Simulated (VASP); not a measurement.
Here is a VASP 6.6.1 calculation.

File INCAR:

```
  ALGO = Normal
  EDIFF = 1E-6
  EDIFFG = -0.005
  ENCUT = 600
  GGA = CA
  IBRION = 2
  ISIF = 3
  ISMEAR = -1
  LASPH = True
  LCHARG = False
  LREAL = False
  LWAVE = False
  NELM = 80
  NSW = 60
  PREC = Accurate
  SIGMA = 0.05
```

Contents of KPOINTS:

```
k-points
0
Gamma
  15 15 15
```

File POSCAR:

```
Sc
1.0
    2.9001965780      0.0000000000      0.0000000000
    0.0000000000      2.9001965780      0.0000000000
    0.0000000000      0.0000000000      2.9001965780
Sc
1
Direct
    0.0000000000      0.0000000000      0.0000000000
```

Potentials or basis: VASP PAW LDA potentials, release 64 (Sc_sv).

Command:

```bash
$ cat potpaw_LDA.64/Sc_sv/POTCAR > POTCAR
$ mpirun -np 1 vasp_std > vasp.out
```

Estimate the relaxed volume.

23.10 Å³/atom.

Predict the space group after relaxing (to 0.05 Å).

Pm-3m (No. 221).

Predict the relaxed cell.

a = 2.848 Å, b = 2.848 Å, c = 2.848 Å, α = 90.00°, β = 90.00°, γ = 90.00°.

Final structure:
```yaml
crystal:
  lattice:
    - [2.84793, 0.00000, 0.00000]
    - [0.00000, 2.84793, 0.00000]
    - [0.00000, 0.00000, 2.84793]
  atoms:
    - { symbol: Sc, position: [0.00000, 0.00000, 0.00000] }
```
